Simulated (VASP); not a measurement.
# LiF (R-3m) in VASP: a series of runs

Runs on LiF. Level: PBE. Tasks: single point.

Everything below comes from runs of VASP 6.6.1. Logs are shortened: lines on timing, memory, paths and dates and some standing lists are left out, and cuts for length are marked.

## 1. The cell of the first run

It takes space group R-3m (No. 166, trigonal). Conventional cell: a = 2.862 Å, b = 2.862 Å, c = 6.907 Å, α = 90.00°, β = 90.00°, γ = 120.00°. Within 2.7 Å of Li (site symmetry -3m) lie 6 F at 2.01 Å. Within 2.7 Å of F (site symmetry -3m) lie 6 Li at 2.01 Å.

## 2. Single point, PBE (equal xy, yz and zx shear strains of -1 %)

Input file INCAR:

```
SYSTEM = LiF
PREC = Accurate
ENCUT = 520
EDIFF = 1E-7
ISMEAR = -1
SIGMA = 0.03
LREAL = .False.
LASPH = .True.
NELM = 60
ALGO = Normal
ISIF = 2
LWAVE = .False.
LCHARG = .True.
GGA = PE
LELF = .True.
LVHAR = .True.
NBANDS = 12
```

Input file KPOINTS:

```
Automatic mesh
0
Gamma
  10 10 10
  0 0 0
```

Input file POSCAR:

```
LiF
1.0
   -0.0201400000      2.0039300000      2.0039300000
    2.0039300000     -0.0201400000      2.0039300000
    2.0039300000      2.0039300000     -0.0201400000
Li F
1 1
Direct
    0.0000000000      0.0000000000      0.0000000000
    0.5000000000      0.5000000000      0.5000000000
```

Potentials or basis: VASP PAW PBE potentials, release 64 (Li_sv, F).

The run is started by

```
$ cat potpaw_PBE.64/Li_sv/POTCAR potpaw_PBE.64/F/POTCAR > POTCAR
$ mpirun -np 1 vasp_std > vasp.out
```

OUTCAR:

```text
SYSTEM = LiF
   PREC = Accurate
   ENCUT = 520
   EDIFF = 1E-7
   ISMEAR = -1
   LREAL = .False.
   LASPH = .True.
   NELM = 60
   ISIF = 2
   GGA = PE

 ion  position               nearest neighbor table
   1  0.000  0.000  0.000-   2 2.01   2 2.01   2 2.01   2 2.01   2 2.01   2 2.01
   2  0.500  0.500  0.500-   1 2.01   1 2.01   1 2.01   1 2.01   1 2.01   1 2.01

  LATTYP: Found a trigonal (rhomboedric) cell.
 ALAT       =     2.8340565466
 COS(alpha) =     0.4899250057

  Lattice vectors:

 A1 = (  -0.0201400000,   2.0039300000,   2.0039300000)
 A2 = (   2.0039300000,  -0.0201400000,   2.0039300000)
 A3 = (   2.0039300000,   2.0039300000,  -0.0201400000)

Analysis of symmetry for initial positions (statically):
=====================================================================
 Subroutine PRICEL returns:
 Original cell was already a primitive cell.

 Routine SETGRP: Setting up the symmetry group for a
 trigonal (rhombohedral) supercell.

 Subroutine GETGRP returns: Found 12 space group operations
 (whereof 12 operations were pure point group operations)
 out of a pool of 12 trial point group operations.

The static configuration has the point symmetry D_3d.

Analysis of symmetry for dynamics (positions and initial velocities):
=====================================================================
 Subroutine PRICEL returns:
 Original cell was already a primitive cell.

 Routine SETGRP: Setting up the symmetry group for a
 trigonal (rhombohedral) supercell.

 Subroutine GETGRP returns: Found 12 space group operations
 (whereof 12 operations were pure point group operations)
 out of a pool of 12 trial point group operations.

The dynamic configuration has the point symmetry D_3d.

 Subroutine INISYM returns: Found 12 space group operations
 (whereof 12 operations are pure point group operations),
 and found     1 'primitive' translations

----------------------------------------------------------------------------------------

                                     Primitive cell

  volume of cell :      16.3371

  direct lattice vectors                    reciprocal lattice vectors
    -0.020140000  2.003930000  2.003930000    -0.245779418  0.248274641  0.248274641
     2.003930000 -0.020140000  2.003930000     0.248274641 -0.245779418  0.248274641
     2.003930000  2.003930000 -0.020140000     0.248274641  0.248274641 -0.245779418

  length of vectors
     2.834056547  2.834056547  2.834056547     0.428588517  0.428588517  0.428588517

  position of ions in fractional coordinates (direct lattice)
     0.000000000  0.000000000  0.000000000
     0.500000000  0.500000000  0.500000000

  ion indices of the primitive-cell ions
   primitive index   ion index
                 1           1
                 2           2

----------------------------------------------------------------------------------------

 KPOINTS: Automatic mesh

Automatic generation of k-mesh.
 Grid dimensions read from file:
 generate k-points for:   10   10   10

 Generating k-lattice:

  Cartesian coordinates                     Fractional coordinates (reciprocal lattice)
    -0.024577942  0.024827464  0.024827464     0.100000000  0.000000000 -0.000000000
     0.024827464 -0.024577942  0.024827464     0.000000000  0.100000000 -0.000000000
     0.024827464  0.024827464 -0.024577942     0.000000000  0.000000000  0.100000000

  Length of vectors
     0.042858852  0.042858852  0.042858852

  Shift w.r.t. Gamma in fractional coordinates (k-lattice)
     0.000000000  0.000000000  0.000000000

 Subroutine IBZKPT returns following result:
 ===========================================

 Found    116 irreducible k-points:

 Following reciprocal coordinates:
            Coordinates               Weight
  0.000000  0.000000  0.000000      1.000000
  0.100000  0.000000 -0.000000      6.000000
  0.200000  0.000000 -0.000000      6.000000
  0.300000  0.000000  0.000000      6.000000
  0.400000 -0.000000 -0.000000      6.000000
  0.500000 -0.000000 -0.000000      3.000000
[... 16 lines left out ...]
  0.300000  0.300000  0.000000      6.000000
  0.400000  0.300000  0.000000     12.000000
 [... further k-points ...]
   k-points           NKPTS =    116   k-points in BZ     NKDIM =    116   number of bands    NBANDS=     12
   number of dos      NEDOS =    301   number of ions     NIONS =      2
   total plane-waves  NPLWV =  13824
   dimension x,y,z NGX =    24 NGY =   24 NGZ =   24
   dimension x,y,z NGXF=    48 NGYF=   48 NGZF=   48
   ions per type =               1   1
   NGX,Y,Z   is equivalent  to a cutoff of  14.08, 14.08, 14.08 a.u.
   NGXF,Y,Z  is equivalent  to a cutoff of  28.16, 28.16, 28.16 a.u.
 SYSTEM =  LiF
   PREC   = accura    normal or accurate (medium, high low for compatibility)
   ISTART =      0    job   : 0-new  1-cont  2-samecut
   ICHARG =      2    charge: 1-file 2-atom 10-const
   ISPIN  =      1    spin polarized calculation?
   LNONCOLLINEAR =      F non collinear calculations
   LSORBIT =      F    spin-orbit coupling
   LASPH  =      T    aspherical Exc in radial PAW
   ENCUT  =  520.0 eV  38.22 Ry    6.18 a.u.   5.27  5.27  5.27*2*pi/ulx,y,z
   NELM   =     60;   NELMIN=  2; NELMDL= -5     # of ELM steps
   EDIFF  = 0.1E-06   stopping-criterion for ELM
   LREAL  =      F    real-space projection
   EDIFFG = 0.1E-05   stopping-criterion for IOM
   NSW    =      0    number of steps for IOM
   IBRION =     -1    ionic relax: 0-MD 1-quasi-New 2-CG
   NFREE  =      0    steps in history (QN), initial steepest desc. (CG)
   ISIF   =      2    stress and relaxation
   ISYM   =      2    0-nonsym 1-usesym 2-fastsym
   POTIM  = 0.5000    time-step for ionic-motion
   TEBEG  =    0.0;   TEEND  =   0.0 temperature during run
   PSTRESS=    0.0 pullay stress
   NELECT =      10.0000    total number of electrons
   NUPDOWN=      -1.0000    fix difference up-down
   EMIN   =  10.00;   EMAX   =-10.00  energy-range for DOS
   EFERMI =   0.00;   METHOD = LEGACY
   ISMEAR =    -1;   SIGMA  =   0.03  broadening in eV -4-tet -1-fermi 0-gaus
   EFERMI_NEDOS =   21; number of points for ismear=-14 and -15
   IALGO  =     38    algorithm
   IMIX   =      4    mixing-type and parameters
     AMIX     =   0.40;   BMIX     =  1.00
     AMIX_MAG =   1.60;   BMIX_MAG =  1.00
  volume/ion in A,a.u.               =       8.17        55.12
  Fermi-wavevector in a.u.,A,eV,Ry     =   1.390005  2.626728 26.287993  1.932113
  Thomas-Fermi vector in A             =   2.513981
   LORBIT       =      0    0 simple, 1 ext, 2 COOP (PROOUT), +10 PAW based schemes
   GGA     = PE    functional components
   LHFCALC =     F    Hartree Fock is set to
   AEXX    =    0.0000 exact exchange contribution
   IVDW    =     0    specifies the selected vdW correction
   LEPSILON=     F    determine dielectric tensor
   LRPA    =     F    only Hartree local field effects (RPA)
 non-spin polarized calculation
  energy-cutoff  :      520.00
  volume of cell :       16.34
 maximum number of plane-waves:       449
 NGX is ok and might be reduce to    24
   NGX = 11   NGY = 11   NGZ = 11

 number of electron      10.0000000 magnetization

 number of electron       9.9999993 magnetization

 Free energy of the ion-electron system (eV)
  ---------------------------------------------------
  ext. energy  EPLUGINS =         0.00000000
  ---------------------------------------------------
  free energy    TOTEN  =        -9.63658218 eV

  energy without entropy =       -9.63658218  energy(sigma->0) =       -9.63658218

 E-fermi :  -0.3369     XC(G=0):  -9.9829

 val. band max:       -0.9644948698   @ k =   0.0000   0.0000   0.0000
 cond. band min:       8.0706368155   @ k =   0.0000   0.0000   0.0000
 fundamental gap:      9.0351316854
 Fermi energy:        -0.3368640935

 k-point     1 :       0.0000    0.0000    0.0000
  band No.  band energies     occupation
      1     -41.9392      2.00000
      2     -20.9923      2.00000
      3      -1.0436      2.00000
      4      -1.0436      2.00000
      5      -0.9645      2.00000
      6       8.0706      0.00000
      7      22.8911      0.00000
      8      22.8911      0.00000
      9      23.0541      0.00000
     10      23.1395      0.00000
     11      23.1395      0.00000
     12      23.6509      0.00000

 k-point     2 :       0.1000    0.0000   -0.0000
  band No.  band energies     occupation
      1     -41.9336      2.00000
      2     -20.9534      2.00000
      3      -1.3220      2.00000
      4      -1.0647      2.00000
      5      -0.9958      2.00000
      6       8.3641      0.00000
      7      20.1806      0.00000
      8      21.6308      0.00000
      9      21.8358      0.00000
     10      24.1930      0.00000
     11      24.4213      0.00000
     12      24.6024      0.00000

 k-point     3 :       0.2000    0.0000   -0.0000
  band No.  band energies     occupation
      1     -41.9192      2.00000
      2     -20.8516      2.00000
      3      -2.0067      2.00000
      4      -1.1187      2.00000
      5      -1.0578      2.00000
      6       9.0129      0.00000
      7      17.7376      0.00000
      8      20.1617      0.00000
      9      20.3431      0.00000
     10      25.4011      0.00000
     11      25.5195      0.00000
     12      25.9627      0.00000
[... 286 lines left out ...]
 k-point    23 :       0.3000    0.3000    0.0000
  band No.  band energies     occupation
      1     -41.8900      2.00000
      2     -20.5742      2.00000
      3      -2.9186      2.00000
      4      -1.7184      2.00000
      5      -1.6401      2.00000
      6      11.2404      0.00000
      7      16.9079      0.00000
      8      18.0317      0.00000
      9      19.2986      0.00000
     10      19.4969      0.00000
     11      33.4355      0.00000
     12      33.5564      0.00000

 k-point    24 :       0.4000    0.3000    0.0000
  band No.  band energies     occupation
      1     -41.8792      2.00000
      2     -20.4648      2.00000
      3      -3.3366      2.00000
      4      -1.9241      2.00000
      5      -1.7369      2.00000
      6      12.0634      0.00000
      7      15.7723      0.00000
      8      17.5056      0.00000
      9      19.2437      0.00000
     10      20.1238      0.00000
     11      32.8777      0.00000
     12      33.9354      0.00000

 [... further k-points ...]

------------------------ aborting loop because EDIFF is reached ----------------------------------------

  FORCE on cell =-STRESS in cart. coord.  units (eV):
  Direction    XX          YY          ZZ          XY          YZ          ZX
  --------------------------------------------------------------------------------------
  -------------------------------------------------------------------------------------
  Total        0.1692788      0.1692788      0.1692788      0.0622890      0.0622890      0.0622890
  in kB       16.6011178     16.6011178     16.6011178      6.1086627      6.1086627      6.1086627
  external PRESSURE =      16.6011178 kB  Pullay stress =       0.0000000 kB

 VOLUME and BASIS-vectors are now :
 -----------------------------------------------------------------------------
  energy-cutoff  :      520.00
  volume of cell :       16.34
      direct lattice vectors                 reciprocal lattice vectors
    -0.020140000  2.003930000  2.003930000    -0.245779418  0.248274641  0.248274641
     2.003930000 -0.020140000  2.003930000     0.248274641 -0.245779418  0.248274641
     2.003930000  2.003930000 -0.020140000     0.248274641  0.248274641 -0.245779418

 POSITION                                       TOTAL-FORCE (eV/Angst)
 -----------------------------------------------------------------------------------
      0.00000      0.00000      0.00000        -0.000000     -0.000000     -0.000000
      1.99386      1.99386      1.99386         0.000000      0.000000      0.000000
 -----------------------------------------------------------------------------------
    total drift:                               -0.000000     -0.000000      0.000000

  FREE ENERGIE OF THE ION-ELECTRON SYSTEM (eV)
  ---------------------------------------------------
  free  energy   TOTEN  =        -9.6365821767 eV

  energy  without entropy=       -9.6365821767  energy(sigma->0) =       -9.63658218
```

It took 8.6 s on 1 thread of Intel Xeon 6975P-C (Granite Rapids), shared host; peak memory 0.14 GiB.

What came out:

```
Free energy            : -9.6366 eV
Band gap on the k mesh : 9.04 eV, direct
```

Caveat: the cell differs from its parent crystal (equal xy, yz and zx shear strains of -1 %); the cutoff is under 1.25 times the usual one of these potentials, so pressure, stress and relaxed cells hold a basis-set (Pulay) error. A k mesh can miss the band edges.

## 3. Single point, PBE (equal xy, yz and zx shear strains of +2 %)

Input file INCAR:

```
SYSTEM = LiF
  ALGO = Normal
  EDIFF = 1E-7
  ENCUT = 520
  GGA = PE
  ISIF = 2
  ISMEAR = -1
  LASPH = .True.
  LCHARG = .False.
  LREAL = .False.
  LWAVE = .False.
  NBANDS = 12
  NELM = 100
  PREC = Accurate
  SIGMA = 0.03
```

Input file KPOINTS:

```
k-points
0
Gamma
  10 10 10
  0 0 0
```

Input file POSCAR:

```
LiF
1.0
    0.0402800000      2.0341400000      2.0341400000
    2.0341400000      0.0402800000      2.0341400000
    2.0341400000      2.0341400000      0.0402800000
Li F
1 1
Direct
    0.0000000000      0.0000000000      0.0000000000
    0.5000000000      0.5000000000      0.5000000000
```

Potentials or basis: VASP PAW PBE potentials, release 64 (Li_sv, F).

The run is started by

```
$ cat potpaw_PBE.64/Li_sv/POTCAR potpaw_PBE.64/F/POTCAR > POTCAR
$ mpirun -np 1 vasp_std > vasp.out
```

Run time: 8.6 s. Hardware: 1 thread of Intel Xeon 6975P-C (Granite Rapids), shared host; peak memory 0.14 GiB.

It converged, with:

```
Free energy            : -9.6336 eV
Band gap on the k mesh : 9.03 eV, direct
```

Levels at points of the mesh, in eV from the valence-band top:
```tsv
k point	band 3	band 4	band 5	band 6	band 7	band 8
(0.00, 0.00, 0.00)	-0.17	0.00	0.00	9.03	23.62	23.63
(0.50, 0.00, 0.00)	-2.57	-0.35	-0.27	10.67	16.79	18.56
(0.50, 0.50, 0.00)	-3.06	-1.14	-0.96	14.74	16.39	17.42
(0.50, 0.50, 0.50)	-2.60	-0.20	-0.20	10.84	16.36	19.22
```

Caveat: the cell differs from its parent crystal (equal xy, yz and zx shear strains of +2 %); the cutoff is under 1.25 times the usual one of these potentials, so pressure, stress and relaxed cells hold a basis-set (Pulay) error.
